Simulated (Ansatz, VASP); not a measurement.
## H: VASP beside Ansatz

File INCAR:

```
SYSTEM = H
PREC     = Accurate       ! precision mode
ENCUT    = 520            ! plane-wave cutoff, eV
EDIFF    = 1E-6           ! SCF threshold, eV
ISMEAR   = 0              ! smearing method
SIGMA    = 0.05           ! smearing width, eV
LREAL    = .False.        ! projectors in reciprocal space
LASPH    = .True.         ! aspherical terms in the spheres
NELM     = 60             ! most SCF steps
ALGO     = Normal         ! electronic algorithm
ISIF     = 2              ! what is computed and relaxed
LWAVE    = .False.        ! write WAVECAR
LCHARG   = .True.         ! write CHGCAR
GGA      = PS             ! functional
LELF     = .True.         ! ELF
LVHAR    = .True.       
NBANDS   = 6              ! bands
```

KPOINTS

```
Automatic mesh
0
Gamma
  10 10 26
  0 0 0
```

The input POSCAR:

```
H
1.0
    2.8616098380      0.0000000000      0.0000000000
    0.0000000000      2.8616098380      0.0000000000
    0.0000000000      0.0000000000      1.0589323536
H
1
Direct
    0.0000000000      0.0000000000      0.5000000000
```

Input for Ansatz:

```yaml
crystal:
  lattice:
    - [2.861609838, 0.0, 0.0]
    - [0.0, 2.861609838, 0.0]
    - [0.0, 0.0, 1.0589323536]
  atoms:
    - { symbol: H, position: [0.0, 0.0, 0.5] }
basis:
  ecutwfc: 420
kpoints:
  mp_grid: { grid: [10, 10, 26] }
hamiltonian:
  xc: pbesol
scf:
  occupations: { method: gaussian, width: 0.05 }
output:
  forces: true
  stress: true
  eigenvalues: true
```

Change from the starting cell: strain +0.080 along x and y, +0.080 along z, atoms carried along.

Alike in both runs: task single point; functional PBEsol; k mesh 10 × 10 × 26; occupations gaussian, width 0.05 eV; no spin polarisation.

```csv
,VASP,Ansatz
version,VASP 6.6.1,Ansatz 0.2.0
potentials or method,"VASP PAW PBE potentials, release 64 (H), cutoff 520 eV","scalar-relativistic, plane waves, PAW"
valence electrons in the cell,1,1
```

```tsv
	VASP	Ansatz	Ansatz less VASP
pressure (GPa)	-5.0	-4.8	+0.21
traceless stress, the component that is largest in VASP (GPa)	-10.94	-10.90	+0.043
```

VASP's potentials were made for PBE, not for PBEsol.
